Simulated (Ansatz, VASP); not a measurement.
**Two plane-wave programs on SnO2**

```
Sn O
1.0
    -3.20783   -1.85204    4.08138
     3.20783   -1.85204    4.08138
     0.00000    3.70408    4.08138
Sn O
4 8
Direct
  0.47550 0.47550 0.47550
  0.00000 0.00000 0.50000
  0.00000 0.50000 0.00000
  0.50000 0.00000 0.00000
  0.24519 0.24519 0.24519
  0.74519 0.74519 0.24519
  0.74519 0.24519 0.74519
  0.24519 0.74519 0.74519
  0.75481 0.75481 0.75481
  0.25481 0.25481 0.75481
  0.25481 0.75481 0.25481
  0.75481 0.25481 0.25481
```

Alike in both runs: task single point; functional LDA; k mesh 6 × 6 × 6; occupations gaussian, width 0.05 eV; no spin polarisation.

```csv
,VASP,Ansatz
version,VASP 6.6.1,Ansatz 0.2.0
potentials or method,"VASP PAW LDA potentials, release 64 (Sn_d, O), cutoff 520 eV","scalar-relativistic, plane waves, PAW"
valence electrons in the cell,104,104
```

|  | VASP | Ansatz | Ansatz less VASP |
| --- | --- | --- | --- |
| gap on the k mesh at the Fermi level (eV) | 1.18 | 1.18 | +0.005 |
| least direct gap on the mesh (eV) | 1.18 | 1.18 | +0.005 |
| pressure (GPa) | 1.9 | 0.9 | -0.99 |
| traceless stress, the component that is largest in VASP (GPa) | -2.56 | -1.85 | +0.709 |
| rms of the force components (eV/Å) | 0.763 | 0.750 | -0.0130 |

LDA's correlation is that of Perdew and Zunger in VASP and of Perdew and Wang (1992) in Ansatz. Atom by atom the forces differ by 0.034 eV/Å (rms over components).
